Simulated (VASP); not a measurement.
Here is a VASP 6.6.1 calculation.

Contents of INCAR:

```
PREC = Accurate ; ENCUT = 520
EDIFF = 1E-6 ; ISMEAR = -1
SIGMA = 0.1 ; LREAL = Auto
LASPH = True ; NELM = 60
ALGO = Normal ; ISIF = 2
LWAVE = False ; LCHARG = True
GGA = PE ; LELF = True
LVHAR = True ; NBANDS = 48
```

KPOINTS

```
Automatic mesh
0
Gamma
  2 2 1
```

POSCAR

```
Li
1.0
    6.9800000000      0.0000000000      0.0000000000
    3.4900000000      4.9356050000      0.0000000000
    0.0000000000      0.0000000000     20.8712110000
Li
21
Direct
    0.0000000000      0.0000000000      0.0479129000
    0.5000000000      0.0000000000      0.0479129000
    0.0000000000      0.5000000000      0.0479129000
    0.5000000000      0.5000000000      0.0479129000
   -0.2296120367      0.4829752914      0.1589045567
    0.2295889230      0.5165804087      0.1591441117
   -0.2716049708      1.0154298222      0.1593011168
    0.2719675257      0.9843486680      0.1592280019
    0.0010844078     -0.0014918847      0.2653385006
    0.4992766747     -0.0018169756      0.2760242323
   -0.0004079304      0.5003401357      0.2747532331
    0.5015320705      0.4982023047      0.2674840396
   -0.2881667036      0.5196328480      0.3845615088
    0.2861446190      0.4818553986      0.3843732633
   -0.2063779466      0.9717370655      0.3797048418
    0.2053791645      1.0324817576      0.3812168810
   -0.0094723012      0.0146192263      0.5081370570
    0.5001482837      0.0128877100      0.4762570981
   -0.0075821917      0.5124993861      0.4912156028
    0.4842126810      0.5258936368      0.5154183363
    0.3022901812      0.1639281981      0.5975502160
```

Potentials or basis: VASP PAW PBE potentials, release 64 (Li_sv).

Command:

```console
$ cat potpaw_PBE.64/Li_sv/POTCAR > POTCAR
$ mpirun -np 1 vasp_std > vasp.out
```

(1) Estimate the largest force.

Results:

(1) 0.063 eV/Å.

Caveat: the k points lie up to 0.64 Å⁻¹ apart.
